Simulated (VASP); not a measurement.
# Ta2N in VASP: settings compared, part 2 of 2

VASP 6.6.1.

## Step 3: Single point, LDA, non-collinear spin, zero start, spin-orbit coupling

File INCAR:

```
PREC = Accurate ; ENCUT = 520
EDIFF = 1E-7 ; ISMEAR = 1
SIGMA = 0.01 ; LREAL = F
LASPH = T ; NELM = 150
ALGO = Normal ; ISIF = 2
LWAVE = F ; LCHARG = F
MAGMOM = 0 0 0 0 0 0 0 0 0 ; LORBIT = 11
LSORBIT = T ; GGA_COMPAT = F
LORBMOM = T ; LMAXMIX = 4
GGA = CA ; NBANDS = 40
```

File KPOINTS:

```
regular mesh
0
Gamma
  10 10 6
```

File POSCAR:

```
Ta2N
1.0
    3.1128615060      0.0000000000      0.0000000000
   -1.5564307530      2.6958171426      0.0000000000
    0.0000000000      0.0000000000      4.8698410000
Ta N
2 1
Direct
    0.3333333333      0.6666666667      0.2547110000
    0.6666666667      0.3333333333      0.7452890000
    0.0000000000      0.0000000000      0.0000000000
```

Potentials or basis: VASP PAW LDA potentials, release 64 (Ta_pv, N).

Run with:

```sh
$ cat potpaw_LDA.64/Ta_pv/POTCAR potpaw_LDA.64/N/POTCAR > POTCAR
$ mpirun -np 1 vasp_ncl > vasp.out
```

It took 3.8 min on 1 thread of Intel Xeon Platinum 8259CL at 2.50GHz (Skylake/Cascade Lake), shared host; peak memory 0.31 GiB.

Results (log left out):

```
Free energy                                           : -38.9813 eV
Pressure                                              : -12.9 GPa
Largest force                                         : 0.380 eV/Å
Net moment                                            : 0.00 μB per cell
Valence electrons inside the program's atomic spheres : Ta 8.91; N 3.70
```

Forces in eV/Å, atoms in the order of the input:
```
Ta   0.000  0.000 -0.380
Ta   0.000  0.000  0.380
N    0.000  0.000  0.000
```

Stress tensor (GPa, compression positive):
```
-13.06   0.00   0.00
  0.00 -13.06   0.00
  0.00   0.00 -12.62
```

Moments on the atoms (μB; x, y, z):
```
Ta  0.00 0.00 0.00
Ta  0.00 0.00 0.00
N   0.00 0.00 0.00
```

Caveat: the cell stands under tension.

## Step 4: Single point, PBE (atoms moved at random)

File INCAR:

```
ALGO = Normal ; EDIFF = 1E-7
ENCUT = 520 ; ISIF = 2
ISMEAR = 0 ; LASPH = True
LCHARG = False ; LREAL = False
LWAVE = False ; NELM = 100
PREC = Accurate ; SIGMA = 0.02
```

File KPOINTS:

```
k-points
0
Gamma
  8 8 5
```

File POSCAR:

```
Ta2N
1.0
    3.1128615060      0.0000000000      0.0000000000
   -1.5564307530      2.6958171426      0.0000000000
    0.0000000000      0.0000000000      4.8698410000
Ta N
2 1
Direct
    0.3320340000      0.6669720000      0.2532670000
    0.6653780000      0.3353860000      0.7438190000
    0.0017410000      0.0013340000     -0.0024770000
```

Potentials or basis: VASP PAW PBE potentials, release 64 (Ta_pv, N).

Run with:

```sh
$ cat potpaw_PBE.64/Ta_pv/POTCAR potpaw_PBE.64/N/POTCAR > POTCAR
$ mpirun -np 1 vasp_std > vasp.out
```

OUTCAR:

```text
EDIFF = 1E-7
   ENCUT = 520
   ISIF = 2
   ISMEAR = 0
   LASPH = True
   LREAL = False
   NELM = 100
   PREC = Accurate

 Found    162 irreducible k-points:

 Following reciprocal coordinates:
            Coordinates               Weight
  0.000000  0.000000  0.000000      1.000000
  0.125000  0.000000  0.000000      2.000000
  0.000000  0.125000  0.000000      2.000000
 -0.125000  0.125000  0.000000      2.000000
  0.250000  0.000000  0.000000      2.000000
[... 185 lines left out ...]
      4     -27.6140      2.00000
      5     -27.4182      2.00000
      6     -27.3451      2.00000
[... 9 lines left out ...]
     16       8.8656      0.00000
     17       9.3173      0.00000

 [... further k-points ...]
[... 5 lines left out ...]
  --------------------------------------------------------------------------------------
  -------------------------------------------------------------------------------------
  Total       -0.1645538     -0.1590211     -0.3413206      0.0063101     -0.0017767      0.0070505
  in kB       -6.4513922     -6.2344813    -13.3816019      0.2473912     -0.0696559      0.2764172
  external PRESSURE =      -8.6891585 kB  Pullay stress =       0.0000000 kB

 VOLUME and BASIS-vectors are now :
 -----------------------------------------------------------------------------
  energy-cutoff  :      520.00
  volume of cell :       40.87
      direct lattice vectors                 reciprocal lattice vectors
     3.112861506  0.000000000  0.000000000     0.321247829  0.185472520  0.000000000
    -1.556430753  2.695817143  0.000000000     0.000000000  0.370945041  0.000000000
     0.000000000  0.000000000  4.869841000     0.000000000  0.000000000  0.205345513

 POSITION                                       TOTAL-FORCE (eV/Angst)
 -----------------------------------------------------------------------------------
     -0.00452      1.79803      1.23337         0.052019      0.009190     -0.111332
      1.54922      0.90414      3.62228         0.056303     -0.003019      0.040494
      0.00334      0.00360      4.85778        -0.108322     -0.006171      0.070838
 -----------------------------------------------------------------------------------
    total drift:                               -0.000104      0.000093      0.000020

  FREE ENERGIE OF THE ION-ELECTRON SYSTEM (eV)
  ---------------------------------------------------
  free  energy   TOTEN  =       -34.3763988664 eV

  energy  without entropy=      -34.3761674208  energy(sigma->0) =      -34.37628314
```

OSZICAR:

```text
N       E                     dE             d eps       ncg     rms          rms(c)
DAV:   1     0.208835193036E+03    0.20884E+03   -0.15485E+04  5508   0.163E+03
DAV:   2    -0.291941618888E+02   -0.23803E+03   -0.23536E+03  6481   0.437E+02
DAV:   3    -0.375736389162E+02   -0.83795E+01   -0.81487E+01  7516   0.720E+01
DAV:   4    -0.376676256566E+02   -0.93987E-01   -0.93370E-01  6853   0.716E+00
DAV:   5    -0.376690150007E+02   -0.13893E-02   -0.13852E-02  7750   0.626E-01    0.263E+01
DAV:   6    -0.347607146979E+02    0.29083E+01   -0.21835E+01  6767   0.296E+01    0.126E+01
DAV:   7    -0.344359292395E+02    0.32479E+00   -0.22320E+00  6341   0.959E+00    0.667E+00
DAV:   8    -0.343810966946E+02    0.54833E-01   -0.28969E-01  6616   0.470E+00    0.450E-01
DAV:   9    -0.343769600913E+02    0.41366E-02   -0.44165E-02  7399   0.134E+00    0.243E-01
DAV:  10    -0.343764736194E+02    0.48647E-03   -0.70006E-03  7323   0.709E-01    0.777E-02
DAV:  11    -0.343764539763E+02    0.19643E-04   -0.54153E-04  7816   0.264E-01    0.544E-02
DAV:  12    -0.343764053987E+02    0.48578E-04   -0.63297E-04  6113   0.149E-01    0.246E-02
DAV:  13    -0.343764002709E+02    0.51278E-05   -0.89885E-05  6206   0.601E-02    0.588E-03
DAV:  14    -0.343763989527E+02    0.13182E-05   -0.60459E-06  7406   0.191E-02    0.118E-03
DAV:  15    -0.343763988664E+02    0.86362E-07   -0.35742E-07  6517   0.515E-03
   1 F= -.34376399E+02 E0= -.34376283E+02  d E =-.231446E-03
```

stdout:

```text
POSCAR found type information on POSCAR TaN
 POSCAR found :  2 types and       3 ions
 scaLAPACK will be used
 LDA part: xc-table for (Slater+PW92), standard interpolation
 POSCAR, INCAR and KPOINTS ok, starting setup
 FFT: planning ... GRIDC
 FFT: planning ... GRID_SOFT
 FFT: planning ... GRID
 WAVECAR not read
 entering main loop
```

Wall time 88 s (1 thread of Intel Xeon Platinum 8259CL at 2.50GHz (Skylake/Cascade Lake), shared host); peak memory 0.24 GiB.

Results:

```
Free energy            : -34.3764 eV
Pressure               : -0.9 GPa
Largest force          : 0.130 eV/Å
Band gap on the k mesh : zero (an odd number of electrons rules out a gap without spin polarisation)
```

Forces on the atoms (eV/Å):
```
Ta   0.052  0.009 -0.111
Ta   0.056 -0.003  0.040
N   -0.108 -0.006  0.071
```

Levels at points of the mesh, in eV from the Fermi level:
| k point | band 10 | band 11 | band 12 | band 13 | band 14 | band 15 | band 16 | band 17 |
| --- | --- | --- | --- | --- | --- | --- | --- | --- |
| (0.00, 0.00, 0.00) | -5.98 | -4.91 | -0.60 | -0.18 | -0.17 | 0.31 | 0.34 | 0.35 |
| (0.50, 0.00, 0.00) | -6.29 | -4.47 | -2.56 | -1.33 | 1.81 | 1.93 | 3.74 | 4.05 |
| (0.00, 0.50, 0.00) | -6.29 | -4.48 | -2.57 | -1.32 | 1.80 | 1.93 | 3.75 | 4.09 |
| (0.50, 0.50, 0.00) | -6.30 | -4.47 | -2.56 | -1.33 | 1.82 | 1.94 | 3.74 | 4.08 |

Caveat: the cell differs from its parent crystal (atoms moved at random); spin-orbit coupling is left out, which moves the levels of the heavy elements.

## Step 5: Single point, HSE06

This run uses another cell than the first one, of 13.31 Å³/atom.

File POSCAR:

```
Ta2N
1.0
    3.0891103187      0.0000000000      0.0000000000
   -1.5445551593      2.6752480110      0.0000000000
    0.0000000000      0.0000000000      4.8325088323
Ta N
2 1
Direct
    0.3333333333      0.6666666667      0.2515687469
    0.6666666667      0.3333333333      0.7484312531
    0.0000000000      0.0000000000      0.0000000000
```

File INCAR.step1:

```
SYSTEM = Ta2N
PREC = Accurate ; ENCUT = 520
EDIFF = 1E-5 ; ISMEAR = -1
SIGMA = 0.05 ; LREAL = .FALSE.
LASPH = .TRUE. ; NELM = 80
ALGO = Normal ; ISIF = 2
LWAVE = .TRUE. ; NBANDS = 20
GGA = PE
```

File INCAR.step2:

```
SYSTEM = Ta2N
PREC = Accurate ; ENCUT = 520
EDIFF = 1E-6 ; ISMEAR = -1
SIGMA = 0.05 ; LREAL = .FALSE.
LASPH = .TRUE. ; NELM = 80
ALGO = Normal ; ISIF = 2
LWAVE = .FALSE. ; LCHARG = .TRUE.
GGA = PE ; LHFCALC = .TRUE.
HFSCREEN = 0.2079 ; PRECFOCK = Normal
LELF = .TRUE. ; LVHAR = .TRUE.
NBANDS = 20 ; ISTART = 1
```

File KPOINTS:

```
Automatic mesh
0
G
  6 6 4
  0 0 0
```

Run with:

```sh
$ cat potpaw_PBE.64/Ta_pv/POTCAR potpaw_PBE.64/N/POTCAR > POTCAR
$ cp INCAR.step1 INCAR
$ mpirun -np 1 vasp_std > vasp.out
$ cp INCAR.step2 INCAR
$ mpirun -np 1 vasp_std > vasp.out
```

Run time: 85 min. Hardware: 1 thread of Intel Xeon Platinum 8259CL at 2.50GHz (Skylake/Cascade Lake), shared host; peak memory 0.29 GiB.

Results (log left out):

* Free energy: -39.9992 eV
* Pressure: -0.8 GPa
* Largest force: 0.027 eV/Å
* Band gap on the k mesh: zero (an odd number of electrons rules out a gap without spin polarisation)

Forces on the atoms (eV/Å):
```
Ta   0.000  0.000  0.027
Ta   0.000  0.000 -0.027
N    0.000  0.000  0.000
```

Stress tensor (GPa, compression positive):
```
-0.67  0.00  0.00
 0.00 -0.67  0.00
 0.00  0.00 -0.94
```

Levels at points of the mesh, in eV from the Fermi level:
| k point | band 10 | band 11 | band 12 | band 13 | band 14 | band 15 | band 16 | band 17 |
| --- | --- | --- | --- | --- | --- | --- | --- | --- |
| (0.00, 0.00, 0.00) | -7.51 | -6.04 | -0.85 | -0.41 | -0.41 | 0.19 | 0.31 | 0.31 |
| (0.50, 0.00, 0.00) | -7.82 | -5.50 | -3.47 | -2.14 | 2.14 | 2.17 | 4.15 | 4.46 |
| (0.00, 0.00, 0.50) | -7.69 | -3.63 | -3.44 | -1.52 | -1.52 | 2.01 | 2.16 | 2.54 |
| (0.50, 0.00, 0.50) | -7.55 | -4.10 | -2.97 | -2.81 | -0.35 | 0.94 | 3.69 | 3.87 |

Caveat: the k points lie up to 0.39 Å⁻¹ apart, too coarse for converged energies and pressures of a metal; the PAW data sets were made with another functional, which shifts forces and pressure a little; spin-orbit coupling is left out, which moves the levels of the heavy elements.

## Step 6: Overview

```csv
level,potentials or basis,spin,U,cell,k mesh,smearing,dipole correction,grid for exact exchange (PRECFOCK),share of exact exchange,screening parameter,gap on the mesh (eV),pressure (GPa),largest force (eV/Å)
revPBE+U,"VASP PAW PBE potentials, release 64 (Ta_pv, N)",off,Ta d U = 6.2 eV,"a = 3.113, b = 3.113, c = 4.870 Å, angles 90.0, 90.0, 120.0°, 3 atoms, atomic positions A",10 × 10 × 6,methfessel-paxton 0.005 eV,no,-,-,-,none,20.0,0.91
LDA,"VASP PAW LDA potentials, release 64 (Ta_pv, N)","non-collinear, zero start, SOC",-,"a = 3.113, b = 3.113, c = 4.870 Å, angles 90.0, 90.0, 120.0°, 3 atoms, atomic positions A",10 × 10 × 6,methfessel-paxton 0.01 eV,no,-,-,-,-,-12.9,0.38
PBE,"VASP PAW PBE potentials, release 64 (Ta_pv, N)",off,-,"a = 3.113, b = 3.113, c = 4.870 Å, angles 90.0, 90.0, 120.0°, 3 atoms, atomic positions B",8 × 8 × 5,gaussian 0.02 eV,-,-,-,-,none,-0.9,0.13
HSE06,"VASP PAW PBE potentials, release 64 (Ta_pv, N)",off,-,"a = 3.089, b = 3.089, c = 4.833 Å, angles 90.0, 90.0, 120.0°, 3 atoms, atomic positions C",6 × 6 × 4,fermi-dirac 0.05 eV,no,Normal,0.25,0.2079 1/Å,none,-0.8,0.03
```

Alike in all rows: task single point; cutoff (eV) 520.

Caveats: some runs use coarse meshes; spin-orbit coupling is left out, which moves the levels of the heavy elements (at least some runs); the PAW data sets were made with another functional, which shifts forces and pressure a little (at least some runs); the stress differs along the axes, from 18 to 25 GPa (at least some runs); U without spin polarisation on a metal has little footing (at least some runs); the cell stands under tension (at least some runs).

Total energies depend on the potentials used, so only differences within one code and one set of settings carry meaning.
